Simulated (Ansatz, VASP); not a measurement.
**Pd: VASP beside Ansatz**

```
Pd
1.0
     0.00000    1.65316    1.94490
     1.65316    0.00000    1.94490
     1.65316    1.65316    0.00000
Pd
1
Direct
  0.00000 0.00000 0.00000
```

Change from the starting cell: strain -0.1500 x Voigt [1, 1, 0, 0, 0, 0], atoms carried along.

Alike in both runs: task single point; functional PBE; k mesh 8 × 8 × 8; occupations gaussian, width 0.15 eV; no spin polarisation.

```csv
,VASP,Ansatz
version,VASP 6.6.1,Ansatz 0.2.0
potentials or method,"VASP PAW PBE potentials, release 64 (Pd), cutoff 500 eV","scalar-relativistic, plane waves, PAW"
valence electrons in the cell,10,18
```

|  | VASP | Ansatz | Ansatz less VASP |
| --- | --- | --- | --- |
| gap on the k mesh at the Fermi level (eV) | none | none | - |
| pressure (GPa) | 169.5 | 170.0 | +0.50 |
| traceless stress, the component that is largest in VASP (GPa) | -35.23 | -36.13 | -0.904 |

A gap of «none» marks a metal or a gap that the smearing closes. Both programs put the cell under a high pressure, so it lies far from rest at this level. VASP's potentials hold 10 valence electrons a cell and Ansatz's 18, so a difference there can come from the potentials and not from the codes.

The k mesh is coarse, so the values compare programs but aren't converged. Noted on VASP's run: the cell as given lies far from equilibrium.
